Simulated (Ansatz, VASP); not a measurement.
**One calculation of CuSn2O2, two programs**

The input INCAR:

```
ALGO = Normal
DIPOL = 0.5 0.5 0.303
EDIFF = 1E-7
ENCUT = 520
GGA = PE
IDIPOL = 3
ISIF = 2
ISMEAR = 0
ISPIN = 2
IVDW = 12
LASPH = T
LCHARG = F
LDIPOL = T
LMAXMIX = 4
LORBIT = 11
LREAL = F
LWAVE = F
MAGMOM = 0 0 0 0 1
NBANDS = 38
NELM = 150
PREC = Accurate
SIGMA = 0.05
```

KPOINTS

```
k-points
0
Gamma
  7 7 1
```

Contents of POSCAR:

```
CuSn2O2
1.0
    3.8201708766      0.0000000000      0.0000000000
    0.0000000000      3.8201708766      0.0000000000
    0.0000000000      0.0000000000     19.3630360333
Sn O Cu
2 2 1
Direct
    0.5000000000      0.0000000000      0.2065791745
    0.0000000000      0.5000000000      0.3286176828
    0.0000000000      0.0000000000      0.2675984287
    0.5000000000      0.5000000000      0.2675984287
    0.1250000000      1.0000000000      0.4422362288
```

Input for Ansatz:

```yaml
crystal:
  lattice:
    - [3.8201708766, 0.0, 0.0]
    - [0.0, 3.8201708766, 0.0]
    - [0.0, 0.0, 19.3630360333]
  atoms:
    - { symbol: Sn, position: [0.5, 0.0, 0.2065791745] }
    - { symbol: O, position: [0.0, 0.0, 0.2675984287] }
    - { symbol: O, position: [0.5, 0.5, 0.2675984287] }
    - { symbol: Sn, position: [0.0, 0.5, 0.3286176828] }
    - { symbol: Cu, position: [0.125, 1.0, 0.4422362288], spin: 1.0 }
basis:
  ecutwfc: 420
kpoints:
  mp_grid: { grid: [7, 7, 1] }
hamiltonian:
  xc: pbe
  pseudopotentials: { kind: paw, azcp: { folder: soft_1 } }
  dispersion: d3bj
scf:
  occupations: { method: gaussian, width: 0.05 }
output:
  forces: true
  eigenvalues: true
  populations: true
magnetization:
  spin_polarized: true
efield:
  axis: 3
  dipole_correction: true
  ramp_width: 0.04
```

Alike in both runs: task single point; functional PBE; dispersion D3(BJ); k mesh 7 × 7 × 1; occupations gaussian, width 0.05 eV; collinear spin.

|  | VASP | Ansatz |
| --- | --- | --- |
| version | VASP 6.6.1 | Ansatz 0.2.0 |
| potentials or method | VASP PAW PBE potentials, release 64 (Sn_d, O, Cu), cutoff 520 eV | scalar-relativistic, plane waves, PAW |
| valence electrons in the cell | 51 | 59 |

VASP gave:

* gap on the k mesh at the Fermi level (eV): none
* rms of the force components (eV/Å): 0.268
* net moment per atom (μB): 0.00

Q: Which values does Ansatz return?

A: gap on the k mesh at the Fermi level (eV): none; rms of the force components (eV/Å): 0.261; net moment per atom (μB): 0.00.

A gap of «none» marks a metal or a gap that the smearing closes. VASP's potentials hold 51 valence electrons a cell and Ansatz's 59, so a difference there can come from the potentials and not from the codes. Ansatz's warnings: seeded moment not kept.
